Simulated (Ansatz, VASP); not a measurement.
**SnO in VASP and in Ansatz**

File INCAR:

```
ALGO = Normal
EDIFF = 1E-8
ENCUT = 520
GGA = PS
ISIF = 2
ISMEAR = -1
LASPH = T
LCHARG = F
LEFG = T
LREAL = F
LWAVE = F
NBANDS = 28
NELM = 60
PREC = Accurate
SIGMA = 0.01
```

File KPOINTS:

```
k-points
0
Gamma
  8 8 6
```

POSCAR

```
SnO
1.0
    3.7892841860      0.0000000000      0.0000000000
    0.0000000000      3.7892841860      0.0000000000
    0.0000000000      0.0000000000      4.8198259661
Sn O
2 2
Direct
    0.0000000000      0.5000000000      0.2385000000
    0.5000000000      0.0000000000      0.7615000000
    0.0000000000      0.0000000000      0.0000000000
    0.5000000000      0.5000000000      0.0000000000
```

Input for Ansatz:

```yaml
crystal:
  lattice:
    - [3.789284186, 0.0, 0.0]
    - [0.0, 3.789284186, 0.0]
    - [0.0, 0.0, 4.8198259661]
  atoms:
    - { symbol: Sn, position: [0.0, 0.5, 0.2385] }
    - { symbol: Sn, position: [0.5, 0.0, 0.7615] }
    - { symbol: O, position: [0.0, 0.0, 0.0] }
    - { symbol: O, position: [0.5, 0.5, 0.0] }
kpoints:
  mp_grid: { grid: [8, 8, 6] }
scf:
  occupations: { method: fermi_dirac, width: 0.01 }
hamiltonian:
  xc: pbesol
  pseudopotentials: { kind: all_electron, datasets: crystal }
output:
  forces: true
  stress: true
  eigenvalues: true
  efg: { contact_densities: true }
```

Change from the starting cell: volume scaled by 0.99, crystal datasets.

Alike in both runs: task electric field gradients; functional PBEsol; k mesh 8 × 8 × 6; occupations fermi-dirac, width 0.01 eV; no spin polarisation.

```csv
,VASP,Ansatz
version,VASP 6.6.1,Ansatz 0.2.0
potentials or method,"VASP PAW PBE potentials, release 64 (Sn_d, O), cutoff 520 eV","all-electron PAW with datasets made for the crystal, scalar-relativistic"
```

|  | VASP | Ansatz | Ansatz less VASP |
| --- | --- | --- | --- |
| pressure (GPa) | 1.1 | 0.9 | -0.28 |
| traceless stress, the component that is largest in VASP (GPa) | -0.40 | -0.40 | -0.006 |
| rms of the force components (eV/Å) | 0.125 | 0.088 | -0.0370 |
| size of Vzz on the site where it differs most (V/Å²) | 162.4 | 169.9 | +7.45 |

VASP's potentials were made for PBE, not for PBEsol. Atom by atom the forces differ by 0.037 eV/Å (rms over components). Ansatz ran all-electron here, and VASP with PAW potentials.
